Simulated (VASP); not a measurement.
# ZnSe (F-43m) in VASP: further runs, part 2 of 2

VASP 6.6.1. The steps go on from the part before.

## 3. Vibrations by perturbation theory, PBEsol

The input, INCAR:

```
SYSTEM = ZnSe
PREC     = Accurate       ! precision mode
ENCUT    = 520            ! plane-wave cutoff, eV
EDIFF    = 1E-8           ! SCF threshold, eV
ISMEAR   = 0              ! smearing method
SIGMA    = 0.01           ! smearing width, eV
LREAL    = .False.        ! projectors in reciprocal space
LASPH    = .True.         ! aspherical terms in the spheres
NELM     = 80             ! most SCF steps
ALGO     = Normal         ! electronic algorithm
ISIF     = 2              ! what is computed and relaxed
LWAVE    = .False.        ! write WAVECAR
LCHARG   = .True.         ! write CHGCAR
GGA      = PS             ! functional
NBANDS   = 16             ! bands
IBRION   = 8              ! ionic algorithm
NSW      = 1              ! ionic steps
LEPSILON = .True.         ! dielectric tensor by DFPT
```

The input, KPOINTS:

```
Automatic mesh
0
Gamma
  6 6 6
  0 0 0
```

The input, POSCAR:

```
ZnSe
1.0
    0.0000000000      2.8338000000      2.8338000000
    2.8338000000      0.0000000000      2.8338000000
    2.8338000000      2.8338000000      0.0000000000
Se Zn
1 1
Direct
    0.7500000000      0.7500000000      0.7500000000
    0.0000000000      0.0000000000      0.0000000000
```

Potentials or basis: VASP PAW PBE potentials, release 64 (Se, Zn).

On the command line:

```console
> cat potpaw_PBE.64/Se/POTCAR potpaw_PBE.64/Zn/POTCAR > POTCAR
> mpirun -np 1 vasp_std > vasp.out
```

OUTCAR:

```text
SYSTEM = ZnSe
   PREC = Accurate
   ENCUT = 520
   EDIFF = 1E-8
   ISMEAR = 0
   LREAL = .False.
   LASPH = .True.
   NELM = 80
   ISIF = 2
   GGA = PS
   IBRION = 8
   NSW = 1
   LEPSILON = .True.

 ion  position               nearest neighbor table
   1  0.750  0.750  0.750-   2 2.45   2 2.45   2 2.45   2 2.45
   2  0.000  0.000  0.000-   1 2.45   1 2.45   1 2.45   1 2.45

  LATTYP: Found a face centered cubic cell.
 ALAT       =     5.6676000000

  Lattice vectors:

 A1 = (   0.0000000000,   2.8338000000,   2.8338000000)
 A2 = (   2.8338000000,   0.0000000000,   2.8338000000)
 A3 = (   2.8338000000,   2.8338000000,   0.0000000000)

Analysis of symmetry for initial positions (statically):
=====================================================================
 Subroutine PRICEL returns:
 Original cell was already a primitive cell.

 Routine SETGRP: Setting up the symmetry group for a
 face centered cubic supercell.

 Subroutine GETGRP returns: Found 24 space group operations
 (whereof 24 operations were pure point group operations)
 out of a pool of 48 trial point group operations.

The static configuration has the point symmetry T_d .

Analysis of symmetry for dynamics (positions and initial velocities):
=====================================================================
 Subroutine PRICEL returns:
 Original cell was already a primitive cell.

 Routine SETGRP: Setting up the symmetry group for a
 face centered cubic supercell.
[... 552 lines left out ...]

 PIEZOELECTRIC TENSOR (including local field effects)  for field in x, y, z        (C/m^2)
          XX          YY          ZZ          XY          YZ          ZX
  --------------------------------------------------------------------------------
  x     0.00000    -0.00000    -0.00000     0.00000     0.77855    -0.00000
  y     0.00000     0.00000     0.00000    -0.00000     0.00000     0.77855
  z     0.00000    -0.00000    -0.00000     0.77855     0.00000    -0.00000

 BORN EFFECTIVE CHARGES (including local field effects) (in |e|, cummulative output)
 ---------------------------------------------------------------------------------
 ion    1
    1    -2.20163    -0.00000    -0.00000
    2     0.00000    -2.20163     0.00000
    3     0.00000     0.00000    -2.20163
 ion    2
    1     2.20163     0.00000     0.00000
    2    -0.00000     2.20163    -0.00000
    3    -0.00000    -0.00000     2.20163

 INTERNAL STRAIN TENSOR FOR ION    2 for displacements in x,y,z  (eV/Angst):
          X           Y           Z          XY          YZ          ZX
  --------------------------------------------------------------------------------
  x    -0.00000    -0.00000     0.00000     0.00000    -5.02095     0.00000
  y    -0.00000    -0.00000     0.00000     0.00000     0.00000    -5.02095
  z    -0.00000     0.00000    -0.00000    -5.02095     0.00000     0.00000

 SECOND DERIVATIVES (NOT SYMMETRIZED)
 ------------------------------------
               1X          1Y          1Z          2X          2Y          2Z
  1X    -5.474050    0.000000    0.000000    5.474050    0.000000    0.000000
  1Y     0.000000   -5.474050    0.000000    0.000000    5.474050    0.000000
  1Z     0.000000    0.000000   -5.474050    0.000000    0.000000    5.474050
  2X     5.544879    0.000000    0.000000   -5.544879    0.000000    0.000000
  2Y     0.000000    5.544879    0.000000    0.000000   -5.544879    0.000000
  2Z     0.000000    0.000000    5.544879    0.000000    0.000000   -5.544879

 Eigenvectors and eigenvalues of the dynamical matrix
 ----------------------------------------------------

   1 f  =    6.137450 THz    38.562736 2PiTHz  204.723300 cm-1    25.382443 meV
             X         Y         Z           dx          dy          dz
      4.250700  4.250700  4.250700     0.381768    0.464303    0.297471
      0.000000  0.000000  0.000000    -0.422220   -0.513500   -0.328991
[... 21 lines left out ...]
   6 f/i=    0.019626 THz     0.123314 2PiTHz    0.654654 cm-1     0.081167 meV
             X         Y         Z           dx          dy          dz
      4.250700  4.250700  4.250700    -0.558921    0.177834   -0.454059
      0.000000  0.000000  0.000000    -0.505372    0.160796   -0.410557

--------------------------------------------------------------------------------------------------------

 MACROSCOPIC STATIC DIELECTRIC TENSOR IONIC CONTRIBUTION
 ------------------------------------------------------
           3.497841    -0.000000     0.000000
          -0.000000     3.497841    -0.000000
           0.000000    -0.000000     3.497841
 ------------------------------------------------------

 ELASTIC MODULI CONTR FROM IONIC RELAXATION (kBar)
 Direction    XX          YY          ZZ          XY          YZ          ZX
 --------------------------------------------------------------------------------
 XX          -0.0000     -0.0000      0.0000     -0.0000     -0.0000      0.0000
 YY          -0.0000     -0.0000      0.0000      0.0000     -0.0000     -0.0000
 ZZ           0.0000      0.0000     -0.0000     -0.0000      0.0000      0.0000
 XY          -0.0000      0.0000     -0.0000   -160.5204     -0.0000      0.0000
 YZ          -0.0000     -0.0000      0.0000     -0.0000   -160.5204      0.0000
 ZX           0.0000     -0.0000      0.0000      0.0000      0.0000   -160.5204
 --------------------------------------------------------------------------------

 PIEZOELECTRIC TENSOR IONIC CONTR  for field in x, y, z        (C/m^2)
          XX          YY          ZZ          XY          YZ          ZX
  --------------------------------------------------------------------------------
  x    -0.00000    -0.00000     0.00000    -0.00000    -0.70508     0.00000
  y     0.00000    -0.00000     0.00000     0.00000     0.00000    -0.70508
  z    -0.00000     0.00000    -0.00000    -0.70508    -0.00000     0.00000
```

It took 3.6 min on 1 thread of Intel Xeon Platinum 8488C (Sapphire Rapids), shared host; peak memory 0.24 GiB.

Results:

| Item | Value |
| --- | --- |
| Electronic dielectric tensor (diagonal) | 9.74 |
| Born charges (mean of the diagonal) | Se -2.20; Zn +2.20 e |
| Highest phonon frequency at Γ, LO-TO splitting left out | 205 cm⁻¹ |

Phonon frequencies in cm⁻¹ (negative: imaginary):
```csv
q point,frequencies
"(0.000, 0.000, 0.000)",-1 -1 -1 205 205 205
```

Electronic dielectric tensor:
```
9.74 0.00 0.00
0.00 9.74 0.00
0.00 0.00 9.74
```

Born effective charge tensors (e):
atom 1, Se
```
-2.20  0.00  0.00
 0.00 -2.20  0.00
 0.00  0.00 -2.20
```
atom 2, Zn
```
2.20 0.00 0.00
0.00 2.20 0.00
0.00 0.00 2.20
```

Caveat: the PAW data sets were made with another functional, which shifts forces and pressure a little.

## 4. Elastic constants, PBE

The input, INCAR:

```
PREC = Accurate ; ENCUT = 600
EDIFF = 1E-8 ; ISMEAR = 0
SIGMA = 0.01 ; LREAL = F
LASPH = T ; NELM = 80
ALGO = Normal ; ISIF = 3
LWAVE = F ; LCHARG = F
GGA = PE ; IBRION = 6
NFREE = 2 ; POTIM = 0.015
NSW = 1
```

The input, KPOINTS:

```
Automatic mesh
0
Gamma
  6 6 6
```

POSCAR is that of step 3.

On the command line:

```console
> cat potpaw_PBE.64/Se/POTCAR potpaw_PBE.64/Zn/POTCAR > POTCAR
> mpirun -np 1 vasp_std > vasp.out
```

It took 4.5 min on 1 thread of Intel Xeon Platinum 8488C (Sapphire Rapids), shared host; peak memory 0.24 GiB.

The run converged. Its results:

```yaml
Elastic_constants_C11_C12_C44: 87, 54, 38 GPa
Voigt_bulk_modulus: 65 GPa
Highest_phonon_frequency_at_Γ_LO-TO_splitting_left_out: 208 cm⁻¹
```

Phonon frequencies in cm⁻¹ (negative: imaginary):
```
              q point        frequencies
(0.000, 0.000, 0.000)  0 0 0 208 208 208
```

Elastic tensor in Voigt notation (GPa, in the Cartesian axes of the cell as first typed):
```
87 54 54  0  0  0
54 87 54  0  0  0
54 54 87  0  0  0
 0  0  0 38  0  0
 0  0  0  0 38  0
 0  0  0  0  0 38
```

Clamped-ion elastic tensor (GPa):
```
87 54 54  0  0  0
54 87 54  0  0  0
54 54 87  0  0  0
 0  0  0 59  0  0
 0  0  0  0 59  0
 0  0  0  0  0 59
```

Caveat: the cell is under stress, which shifts elastic constants.

## 5. Elastic constants, PBEsol

The input, INCAR:

```
SYSTEM = ZnSe
PREC = Accurate
ENCUT = 600
EDIFF = 1E-8
ISMEAR = 0
SIGMA = 0.01
LREAL = .FALSE.
LASPH = .TRUE.
NELM = 80
ALGO = Normal
ISIF = 3
LWAVE = .FALSE.
LCHARG = .FALSE.
GGA = PS
IBRION = 6
NFREE = 2
POTIM = 0.015
NSW = 1
```

The input, KPOINTS:

```
regular mesh
0
G
  6 6 6
  0 0 0
```

POSCAR is that of step 4.

On the command line:

```console
> cat potpaw_PBE.64/Se/POTCAR potpaw_PBE.64/Zn/POTCAR > POTCAR
> mpirun -np 1 vasp_std > vasp.out
```

It took 4.2 min on 1 thread of Intel Xeon Platinum 8488C (Sapphire Rapids), shared host; peak memory 0.25 GiB.

The run converged. Its results:

```yaml
Elastic_constants_C11_C12_C44: 86, 50, 39 GPa
Voigt_bulk_modulus: 62 GPa
Highest_phonon_frequency_at_Γ_LO-TO_splitting_left_out: 204 cm⁻¹
```

Phonon frequencies in cm⁻¹ (negative: imaginary):
```csv
q point,frequencies
"(0.000, 0.000, 0.000)",0 0 0 204 204 204
```

Elastic tensor in Voigt notation (GPa, in the Cartesian axes of the cell as first typed):
```
86 50 50  0  0  0
50 86 50  0  0  0
50 50 86  0  0  0
 0  0  0 39  0  0
 0  0  0  0 39  0
 0  0  0  0  0 39
```

Clamped-ion elastic tensor (GPa):
```
86 50 50  0  0  0
50 86 50  0  0  0
50 50 86  0  0  0
 0  0  0 57  0  0
 0  0  0  0 57  0
 0  0  0  0  0 57
```

Caveat: the PAW data sets were made with another functional, which shifts forces and pressure a little.
